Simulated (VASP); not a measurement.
Write the native input for VASP 6.6.1 that does the following.

* Task: single point
* Functional: PBE
* Potentials or basis: VASP PAW PBE potentials, release 64 (Hf_pv, C)
* Cutoff: 520 eV
* k mesh: 4 × 4 × 1
* Occupations: gaussian, width 0.1 eV
* Spin: no spin polarisation
* Dipole correction: yes
* Further INCAR settings: LREAL = Auto; ALGO = Normal; EDIFF = 1e-06; NBANDS = 104

The structure of Hf12C13 lies in POSCAR:

```
Hf12C13
1.0
    6.5782051141      0.0000000000      0.0000000000
    0.0000000000      6.5782051141      0.0000000000
    0.0000000000      0.0000000000     20.0841322555
Hf C
12 13
Direct
    0.0000000000      0.0000000000      0.1991622017
    0.0000000000      0.5000000000      0.1991622017
    0.5000000000      0.0000000000      0.1991622017
    0.5000000000      0.5000000000      0.1991622017
    0.2500000000      0.2500000000      0.3119533852
    0.2500000000      0.7500000000      0.3119533852
    0.7500000000      0.2500000000      0.3119533852
    0.7500000000      0.7500000000      0.3119533852
    0.0000000000      0.0000000000      0.4231522705
    0.0000000000      0.5000000000      0.4231522705
    0.5000000000      0.0000000000      0.4231522705
    0.5000000000      0.5000000000      0.4231522705
    0.2500000000      0.2500000000      0.1991622017
    0.2500000000      0.7500000000      0.1991622017
    0.7500000000      0.2500000000      0.1991622017
    0.7500000000      0.7500000000      0.1991622017
    0.0000000000      0.0000000000      0.3115316059
    0.0000000000      0.5000000000      0.3115316059
    0.5000000000      0.0000000000      0.3115316059
    0.5000000000      0.5000000000      0.3115316059
    0.2500000000      0.2500000000      0.4274086700
    0.2500000000      0.7500000000      0.4274086700
    0.7500000000      0.2500000000      0.4274086700
    0.7500000000      0.7500000000      0.4274086700
    0.3125000000      0.3125000000      0.4877160282
```

The input as run:

INCAR

```
ALGO = Normal ; DIPOL = 0.5 0.5 0.319
EDIFF = 1E-6 ; ENCUT = 520
GGA = PE ; IDIPOL = 3
ISIF = 2 ; ISMEAR = 0
LASPH = True ; LCHARG = False
LDIPOL = True ; LREAL = Auto
LWAVE = False ; NBANDS = 104
NELM = 80 ; PREC = Accurate
SIGMA = 0.1
```

KPOINTS

```
k-points
0
Gamma
  4 4 1
```

Potentials or basis: VASP PAW PBE potentials, release 64 (Hf_pv, C).

The run is started by

```bash
$ cat potpaw_PBE.64/Hf_pv/POTCAR potpaw_PBE.64/C/POTCAR > POTCAR
$ mpirun -np 1 vasp_std > vasp.out
```

It gave:

| Property | Result |
| --- | --- |
| Largest force | 2.245 eV/Å |
| Band gap on the k mesh | zero (bands 86 and 87 overlap by 0.03 eV) |

Caveat: spin-orbit coupling is left out, which moves the levels of the heavy elements.

Run time: 41 min on 1 thread of Oxide Virtual Turin-like Processor (shared host), peak memory 0.91 GiB.
